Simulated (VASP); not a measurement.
Tc: relaxation of shape and atoms at fixed volume with PBEsol

The system is Tc.

```xyz
2
Lattice="2.7059 0.0000 0.0000 -1.3530 2.3434 0.0000 0.0000 0.0000 4.3265" Properties=species:S:1:pos:R:3 pbc="T T T"
Tc    0.0000    1.5623    1.0816
Tc    1.3530    0.7811    3.2449
```

```json
{"Program": "VASP 6.6.1", "Task": "relaxation of shape and atoms at fixed volume", "Functional": "PBEsol", "Potentials or basis": "VASP PAW PBE potentials, release 64 (Tc_pv)", "Cutoff": "600 eV", "k mesh": "18 × 18 × 10", "Occupations": "gaussian, width 0.05 eV", "Spin": "no spin polarisation", "Dipole correction": "no", "Further INCAR settings": "ALGO = Fast; EDIFF = 1e-07; IBRION = 2; EDIFFG = -0.01; NSW = 60; ISIF = 4"}
```

```json
{
  "Pressure after relaxing": "6.4 GPa",
  "Band gap on the k mesh": "zero (bands 13 and 14 overlap by 3.64 eV)"
}
```

Stress tensor (GPa, compression positive):
```
6.32 0.00 0.00
0.00 6.32 0.00
0.00 0.00 6.43
```

Final structure:
```yaml
crystal:
  lattice:
    - [2.70593, 0.00000, 0.00000]
    - [-1.35297, 2.34341, 0.00000]
    - [0.00000, 0.00000, 4.32651]
  atoms:
    - { symbol: Tc, position: [0.33333, 0.66667, 0.25000] }
    - { symbol: Tc, position: [0.66667, 0.33333, 0.75000] }
```

Levels at points of the mesh, in eV from the Fermi level:
```tsv
k point	band 10	band 11	band 12	band 13	band 14	band 15	band 16	band 17
(0.00, 0.00, 0.00)	-1.63	-1.51	-0.85	-0.85	-0.13	-0.13	1.84	2.74
(0.50, 0.00, 0.00)	-2.02	-1.14	-0.91	-0.46	3.16	3.62	3.63	5.68
(0.00, 0.00, 0.50)	-1.92	-1.77	-1.77	-1.77	-1.77	2.03	2.03	2.03
(0.50, 0.00, 0.50)	-3.88	0.16	0.16	1.55	1.55	3.44	3.44	4.66
```

Wall time 54 s on 1 thread of Intel(R) Xeon(R) Platinum 8559C (Emerald Rapids), with other jobs on the host, peak memory 0.24 GiB.

Caveat: the relaxation stopped at its first step, so nothing moved; the PAW data sets were made with another functional, which shifts forces and pressure a little.
